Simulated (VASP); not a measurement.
Input of a VASP 6.6.1 run:

File INCAR:

```
SYSTEM = B3N2
ALGO = Normal
EDIFF = 1E-6
ENCUT = 520
GGA = PE
ISIF = 2
ISMEAR = 0
LASPH = .TRUE.
LCHARG = .FALSE.
LREAL = .FALSE.
LWAVE = .FALSE.
NBANDS = 18
NELM = 60
PREC = Accurate
SIGMA = 0.1
```

Contents of KPOINTS:

```
k-points
0
G
  6 6 6
  0 0 0
```

POSCAR

```
B3N2
1.0
    1.9833980073      1.1451153734      3.9188230086
   -1.9833980073      1.1451153734      3.9188230086
    0.0000000000     -2.2902307469      3.9188230086
B N
3 2
Direct
    0.0000000000      0.2770450144      0.7229549856
    0.7229549856      0.0000000000      0.2770450144
    0.2770450144      0.7229549856      0.0000000000
    0.3334493516      0.3334493516      0.3334493516
    0.6665506484      0.6665506484      0.6665506484
```

Potentials or basis: VASP PAW PBE potentials, release 64 (B, N).

Run with:

```bash
$ cat potpaw_PBE.64/B/POTCAR potpaw_PBE.64/N/POTCAR > POTCAR
$ mpirun -np 1 vasp_std > vasp.out
```

(1) Estimate the largest force.

(2) What does it give for the pressure?

(3) What does it give for the band gap on the k mesh?

## Answers

(1) 0.021 eV/Å.

(2) 0.1 GPa.

(3) zero (an odd number of electrons rules out a gap without spin polarisation).
